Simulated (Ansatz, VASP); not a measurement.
## NaP6: VASP beside Ansatz

File INCAR:

```
  ALGO = Normal
  EDIFF = 1E-6
  EDIFFG = -0.04
  ENCUT = 600
  GGA = PE
  IBRION = 2
  ISIF = 3
  ISMEAR = 0
  LASPH = True
  LCHARG = False
  LREAL = False
  LWAVE = False
  NELM = 100
  NSW = 90
  PREC = Accurate
  SIGMA = 0.1
```

Contents of KPOINTS:

```
k-points
0
Gamma
  4 4 4
```

File POSCAR:

```
NaP6
1.0
    0.0000000000      4.9139938500      4.9139938500
    4.9139938500      0.0000000000      4.9139938500
    4.9139938500      4.9139938500      0.0000000000
Na P
1 6
Direct
    0.0000000000      0.0000000000      0.0000000000
    0.7500000000      0.2500000000      0.2500000000
    0.2500000000      0.7500000000      0.7500000000
    0.2500000000      0.7500000000      0.2500000000
    0.7500000000      0.2500000000      0.7500000000
    0.2500000000      0.2500000000      0.7500000000
    0.7500000000      0.7500000000      0.2500000000
```

Input for Ansatz:

```yaml
crystal:
  lattice:
    - [0.0, 4.91399385, 4.91399385]
    - [4.91399385, 0.0, 4.91399385]
    - [4.91399385, 4.91399385, 0.0]
  atoms:
    - { symbol: Na, position: [0.0, 0.0, 0.0] }
    - { symbol: P, position: [0.75, 0.25, 0.25] }
    - { symbol: P, position: [0.25, 0.75, 0.75] }
    - { symbol: P, position: [0.25, 0.75, 0.25] }
    - { symbol: P, position: [0.75, 0.25, 0.75] }
    - { symbol: P, position: [0.25, 0.25, 0.75] }
    - { symbol: P, position: [0.75, 0.75, 0.25] }
basis:
  ecutwfc: 420
kpoints:
  mp_grid: { grid: [4, 4, 4] }
hamiltonian:
  xc: pbe
scf:
  occupations: { method: gaussian, width: 0.1 }
  lower_state_search: "off"
output:
  forces: true
  stress: true
  eigenvalues: true
relax:
  adjacent_minimum: "off"
  f_tol: 0.04
  max_steps: 70
  cell: { stress_tol: 0.4 }
```

Change from the starting cell: ordered vacancies on the cation sites of rhenium trioxide (Fm-3m, No. 225).

Alike in both runs: task relaxation of cell and atoms; functional PBE; k mesh 4 × 4 × 4; occupations gaussian, width 0.1 eV; no spin polarisation.

|  | VASP | Ansatz |
| --- | --- | --- |
| version | VASP 6.6.1 | Ansatz 0.2.0 |
| potentials or method | VASP PAW PBE potentials, release 64 (Na_pv, P), cutoff 600 eV | scalar-relativistic, plane waves, PAW |
| valence electrons in the cell | 37 | 39 |

|  | VASP | Ansatz | Ansatz less VASP |
| --- | --- | --- | --- |
| gap on the k mesh at the Fermi level, each at its own relaxed structure (eV) | none | none | - |
| relaxed volume (Å³/atom) | 26.97 | 27.05 | +0.076 |
| relaxed length of the cell vector where the two differ most in proportion (Å) | 6.439 | 6.445 | +0.0060 |

A gap of «none» marks a metal or a gap that the smearing closes. VASP's potentials hold 37 valence electrons a cell and Ansatz's 39, so a difference there can come from the potentials and not from the codes.

Noted on VASP's run: the volume moved by over 15 % at a fixed basis, so the end points are rough.
